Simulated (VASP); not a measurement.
# TiO2 (R-3m) in VASP: settings compared

The runs below take TiO2 through single point, with PBEsol, r2SCAN.

All numbers are computed with VASP 6.6.1; they aren't measurements. Logs are shortened: lines on timing, memory, paths and dates and some standing lists are left out, and cuts for length are marked.

**1. The cell of the first run**

The structure is trigonal, space group R-3m (No. 166). Conventional cell: a = 2.995 Å, b = 2.995 Å, c = 20.945 Å, α = 90.00°, β = 90.00°, γ = 120.00°. Ti (site symmetry -3m) has 6 O at 1.98 Å within 2.6 Å. Within 2.6 Å of O (site symmetry 3m) lie 3 Ti at 1.98 Å and 3 O at 2.60 Å.

**2. Single point, PBEsol**

The input, INCAR:

```
SYSTEM = TiO2
ALGO = Normal ; EDIFF = 1E-6
ENCUT = 520 ; GGA = PS
ISIF = 2 ; ISMEAR = -1
LASPH = .TRUE. ; LCHARG = .TRUE.
LELF = .TRUE. ; LREAL = .FALSE.
LVHAR = .TRUE. ; LWAVE = .FALSE.
NBANDS = 19 ; NELM = 100
PREC = Accurate ; SIGMA = 0.05
```

The input, KPOINTS:

```
k-points
0
G
  17 17 17
  0 0 0
```

The input, POSCAR:

```
TiO2
1.0
    1.4973312015      0.8644845722      6.9815443949
   -1.4973312015      0.8644845722      6.9815443949
    0.0000000000     -1.7289691445      6.9815443949
Ti O
1 2
Direct
    0.0000000000      0.0000000000      0.0000000000
    0.3795330000      0.3795330000      0.3795330000
    0.6204670000      0.6204670000      0.6204670000
```

Potentials or basis: VASP PAW PBE potentials, release 64 (Ti_sv, O).

On the command line:

```bash
> cat potpaw_PBE.64/Ti_sv/POTCAR potpaw_PBE.64/O/POTCAR > POTCAR
> mpirun -np 1 vasp_std > vasp.out
```

OUTCAR:

```text
SYSTEM = TiO2
   EDIFF = 1E-6
   ENCUT = 520
   GGA = PS
   ISIF = 2
   ISMEAR = -1
   LASPH = .TRUE.
   LREAL = .FALSE.
   NELM = 100
   PREC = Accurate

 ion  position               nearest neighbor table
   1  0.000  0.000  0.000-   3 1.98   2 1.98   3 1.98   3 1.98   2 1.98   2 1.98
   2  0.380  0.380  0.380-   1 1.98   1 1.98   1 1.98
   3  0.620  0.620  0.620-   1 1.98   1 1.98   1 1.98

  LATTYP: Found a trigonal (rhomboedric) cell.
 ALAT       =     7.1924471802
 COS(alpha) =     0.9133213014

  Lattice vectors:

 A1 = (   1.4973312015,   0.8644845722,   6.9815443949)
 A2 = (  -1.4973312015,   0.8644845722,   6.9815443949)
 A3 = (   0.0000000000,  -1.7289691445,   6.9815443949)

Analysis of symmetry for initial positions (statically):
=====================================================================
 Subroutine PRICEL returns:
 Original cell was already a primitive cell.

 Routine SETGRP: Setting up the symmetry group for a
 trigonal (rhombohedral) supercell.

 Subroutine GETGRP returns: Found 12 space group operations
 (whereof 12 operations were pure point group operations)
 out of a pool of 12 trial point group operations.

The static configuration has the point symmetry D_3d.

Analysis of symmetry for dynamics (positions and initial velocities):
=====================================================================
 Subroutine PRICEL returns:
 Original cell was already a primitive cell.

 Routine SETGRP: Setting up the symmetry group for a
 trigonal (rhombohedral) supercell.

 Subroutine GETGRP returns: Found 12 space group operations
 (whereof 12 operations were pure point group operations)
 out of a pool of 12 trial point group operations.

The dynamic configuration has the point symmetry D_3d.

 Subroutine INISYM returns: Found 12 space group operations
 (whereof 12 operations are pure point group operations),
 and found     1 'primitive' translations

----------------------------------------------------------------------------------------

                                     Primitive cell

  volume of cell :      54.2223

  direct lattice vectors                    reciprocal lattice vectors
     1.497331201  0.864484572  6.981544395     0.333927457  0.192793107  0.047744928
    -1.497331201  0.864484572  6.981544395    -0.333927457  0.192793107  0.047744928
     0.000000000 -1.728969144  6.981544395     0.000000000 -0.385586214  0.047744928

[... 77 lines left out ...]
   ISTART =      0    job   : 0-new  1-cont  2-samecut
   ICHARG =      2    charge: 1-file 2-atom 10-const
   ISPIN  =      1    spin polarized calculation?
   LNONCOLLINEAR =      F non collinear calculations
   LSORBIT =      F    spin-orbit coupling
   LASPH  =      T    aspherical Exc in radial PAW
   ENCUT  =  520.0 eV  38.22 Ry    6.18 a.u.  13.37 13.37 13.37*2*pi/ulx,y,z
   NELM   =    100;   NELMIN=  2; NELMDL= -5     # of ELM steps
   EDIFF  = 0.1E-05   stopping-criterion for ELM
   LREAL  =      F    real-space projection
   EDIFFG = 0.1E-04   stopping-criterion for IOM
   NSW    =      0    number of steps for IOM
   IBRION =     -1    ionic relax: 0-MD 1-quasi-New 2-CG
   NFREE  =      0    steps in history (QN), initial steepest desc. (CG)
   ISIF   =      2    stress and relaxation
   ISYM   =      2    0-nonsym 1-usesym 2-fastsym
   POTIM  = 0.5000    time-step for ionic-motion
   TEBEG  =    0.0;   TEEND  =   0.0 temperature during run
   PSTRESS=    0.0 pullay stress
   NELECT =      24.0000    total number of electrons
   NUPDOWN=      -1.0000    fix difference up-down
   EMIN   =  10.00;   EMAX   =-10.00  energy-range for DOS
   EFERMI =   0.00;   METHOD = LEGACY
   ISMEAR =    -1;   SIGMA  =   0.05  broadening in eV -4-tet -1-fermi 0-gaus
   EFERMI_NEDOS =   21; number of points for ismear=-14 and -15
   IALGO  =     38    algorithm
   IMIX   =      4    mixing-type and parameters
     AMIX     =   0.40;   BMIX     =  1.00
     AMIX_MAG =   1.60;   BMIX_MAG =  1.00
  volume/ion in A,a.u.               =      18.07       121.97
  Fermi-wavevector in a.u.,A,eV,Ry     =   1.247630  2.357680 21.178579  1.556582
  Thomas-Fermi vector in A             =   2.381754
   LORBIT       =      0    0 simple, 1 ext, 2 COOP (PROOUT), +10 PAW based schemes
   GGA     = PS    functional components
   LHFCALC =     F    Hartree Fock is set to
   AEXX    =    0.0000 exact exchange contribution
   IVDW    =     0    specifies the selected vdW correction
   LEPSILON=     F    determine dielectric tensor
   LRPA    =     F    only Hartree local field effects (RPA)
 non-spin polarized calculation
  energy-cutoff  :      520.00
  volume of cell :       54.22
 maximum number of plane-waves:      1507
 NGX is ok and might be reduce to    54
   NGX = 27   NGY = 27   NGZ = 27

 number of electron      24.0000006 magnetization

 Free energy of the ion-electron system (eV)
  ---------------------------------------------------
  ext. energy  EPLUGINS =         0.00000000
  ---------------------------------------------------
  free energy    TOTEN  =       -27.63124533 eV

  energy without entropy =      -27.63124533  energy(sigma->0) =      -27.63124533

 E-fermi :  -0.0571     XC(G=0):  -7.7381

 val. band max:       -1.1721720842   @ k =  -0.1765   0.1176   0.0000
 cond. band min:       1.4605183090   @ k =   0.0000   0.0000   0.0000
 fundamental gap:      2.6326903933
 Fermi energy:        -0.0571210284

 k-point     1 :       0.0000    0.0000    0.0000
  band No.  band energies     occupation
      1     -57.3063      2.00000
      2     -33.6781      2.00000
      3     -33.3971      2.00000
      4     -33.3971      2.00000
      5     -18.5074      2.00000
      6     -16.7247      2.00000
[... 505 lines left out ...]
      6     -16.8747      2.00000
[... 11 lines left out ...]
     18       6.6542      0.00000
     19       9.8598      0.00000

 [... further k-points ...]
[... 5 lines left out ...]
  --------------------------------------------------------------------------------------
  -------------------------------------------------------------------------------------
  Total       -1.5667584     -1.5667584     -0.7930059      0.0000000      0.0000000      0.0000000
  in kB      -46.2950706    -46.2950706    -23.4319878      0.0000000      0.0000000      0.0000000
  external PRESSURE =     -38.6740430 kB  Pullay stress =       0.0000000 kB

 VOLUME and BASIS-vectors are now :
 -----------------------------------------------------------------------------
  energy-cutoff  :      520.00
  volume of cell :       54.22
      direct lattice vectors                 reciprocal lattice vectors
     1.497331201  0.864484572  6.981544395     0.333927457  0.192793107  0.047744928
    -1.497331201  0.864484572  6.981544395    -0.333927457  0.192793107  0.047744928
     0.000000000 -1.728969144  6.981544395     0.000000000 -0.385586214  0.047744928

 POSITION                                       TOTAL-FORCE (eV/Angst)
 -----------------------------------------------------------------------------------
      0.00000      0.00000      0.00000        -0.000000      0.000000      0.000000
      0.00000     -0.00000      7.94918         0.000000      0.000000     -0.384835
      0.00000     -0.00000     12.99545         0.000000     -0.000000      0.384835
 -----------------------------------------------------------------------------------
    total drift:                                0.000000      0.000000     -0.000000

  FREE ENERGIE OF THE ION-ELECTRON SYSTEM (eV)
  ---------------------------------------------------
  free  energy   TOTEN  =       -27.6312453291 eV

  energy  without entropy=      -27.6312453290  energy(sigma->0) =      -27.63124533
```

OSZICAR:

```text
N       E                     dE             d eps       ncg     rms          rms(c)
DAV:   1     0.266481250681E+03    0.26648E+03   -0.12589E+04 18585   0.131E+03
DAV:   2    -0.790437594236E+01   -0.27439E+03   -0.26191E+03 21926   0.376E+02
DAV:   3    -0.341896587154E+02   -0.26285E+02   -0.26073E+02 21526   0.126E+02
DAV:   4    -0.355612449427E+02   -0.13716E+01   -0.13694E+01 28154   0.253E+01
DAV:   5    -0.355826591088E+02   -0.21414E-01   -0.21412E-01 21400   0.314E+00    0.217E+01
DAV:   6    -0.284713563044E+02    0.71113E+01   -0.40734E+01 22190   0.749E+01    0.967E+00
DAV:   7    -0.278428506257E+02    0.62851E+00   -0.11220E+01 20440   0.302E+01    0.702E+00
DAV:   8    -0.276490628517E+02    0.19379E+00   -0.15752E+00 19107   0.146E+01    0.180E+00
DAV:   9    -0.276665285755E+02   -0.17466E-01   -0.14723E-01 24416   0.309E+00    0.184E+00
DAV:  10    -0.276345719856E+02    0.31957E-01   -0.81415E-02 19851   0.324E+00    0.775E-01
DAV:  11    -0.276310254297E+02    0.35466E-02   -0.25265E-02 20609   0.176E+00    0.142E-01
DAV:  12    -0.276312720233E+02   -0.24659E-03   -0.33002E-03 18904   0.756E-01    0.133E-01
DAV:  13    -0.276312750083E+02   -0.29849E-05   -0.74828E-04 18636   0.223E-01    0.403E-02
DAV:  14    -0.276312645586E+02    0.10450E-04   -0.18842E-04 21585   0.141E-01    0.446E-02
DAV:  15    -0.276312458286E+02    0.18730E-04   -0.10461E-04 18876   0.122E-01    0.811E-03
DAV:  16    -0.276312453291E+02    0.49954E-06   -0.68478E-06 22999   0.258E-02
   1 F= -.27631245E+02 E0= -.27631245E+02  d E =-.479108E-10
```

Run time: 65 min. Hardware: 1 thread of Intel Xeon 8259CL, shared host; peak memory 0.75 GiB.

What came out:

| Property | Result |
| --- | --- |
| Free energy | -27.6312 eV |
| Pressure | -3.9 GPa |
| Largest force | 0.385 eV/Å |
| Band gap on the k mesh | 2.63 eV (least direct gap 2.83 eV) |

Forces in eV/Å, atoms in the order of the input:
```
Ti   0.000  0.000  0.000
O    0.000  0.000 -0.385
O    0.000  0.000  0.385
```

Caveat: the cell stands under tension; the PAW data sets were made with another functional, which shifts forces and pressure a little; an odd mesh through Γ misses points on the zone boundary, where band edges can lie.

**3. Single point, r2SCAN**

POSCAR is that of step 2.

The input, INCAR.step1:

```
SYSTEM = TiO2
PREC = Accurate ; ENCUT = 520
ISMEAR = -1 ; SIGMA = 0.05
LREAL = .False. ; LASPH = .True.
NELM = 60 ; NBANDS = 19
GGA = PE ; ALGO = Normal
EDIFF = 1E-4 ; LWAVE = .True.
LCHARG = .False.
```

The input, INCAR.step2:

```
SYSTEM = TiO2
PREC = Accurate ; ENCUT = 520
EDIFF = 1E-6 ; ISMEAR = -1
SIGMA = 0.05 ; LREAL = .False.
LASPH = .True. ; NELM = 60
ALGO = Normal ; ISIF = 2
LWAVE = .False. ; LCHARG = .False.
METAGGA = R2SCAN ; LMIXTAU = .True.
NBANDS = 19 ; ISTART = 1
```

The input, KPOINTS:

```
regular mesh
0
Gamma
  10 10 10
  0 0 0
```

Potentials or basis: VASP PAW PBE potentials, release 64 (Ti_sv, O).

On the command line:

```bash
> cat potpaw_PBE.64/Ti_sv/POTCAR potpaw_PBE.64/O/POTCAR > POTCAR
> cp INCAR.step1 INCAR
> mpirun -np 1 vasp_std > vasp.out
> cp INCAR.step2 INCAR
> mpirun -np 1 vasp_std > vasp.out
```

It took 36 min on 1 thread of Intel Xeon Platinum 8488C (Sapphire Rapids), shared host; peak memory 0.49 GiB.

Results (log left out):

```yaml
Free_energy: -34.3720 eV
Pressure: -2.6 GPa
Largest_force: 0.356 eV/Å
Band_gap_on_the_k_mesh: 3.09 eV (least direct gap 3.30 eV)
```

Forces in eV/Å, atoms in the order of the input:
```
Ti   0.000  0.000  0.000
O    0.000  0.000 -0.356
O    0.000  0.000  0.356
```

Stress tensor (GPa, compression positive):
```
-2.81  0.00  0.00
 0.00 -2.81  0.00
 0.00  0.00 -2.24
```

Levels at points of the mesh, in eV from the valence-band top:
| k point | band 8 | band 9 | band 10 | band 11 | band 12 | band 13 | band 14 | band 15 | band 16 | band 17 |
| --- | --- | --- | --- | --- | --- | --- | --- | --- | --- | --- |
| (0.00, 0.00, 0.00) | -3.71 | -3.66 | -0.61 | -0.21 | -0.21 | 3.09 | 3.09 | 4.80 | 7.22 | 7.22 |
| (0.50, 0.00, 0.00) | -2.86 | -2.60 | -1.69 | -1.26 | -0.66 | 3.32 | 4.13 | 4.20 | 6.62 | 7.09 |
| (0.50, 0.50, 0.00) | -2.86 | -2.60 | -1.69 | -1.26 | -0.66 | 3.32 | 4.13 | 4.20 | 6.61 | 7.09 |
| (0.50, 0.50, 0.50) | -3.71 | -3.64 | -0.66 | -0.21 | -0.21 | 3.09 | 3.09 | 4.81 | 7.22 | 7.22 |

Caveat: the PAW data sets were made with another functional, which shifts forces and pressure a little.
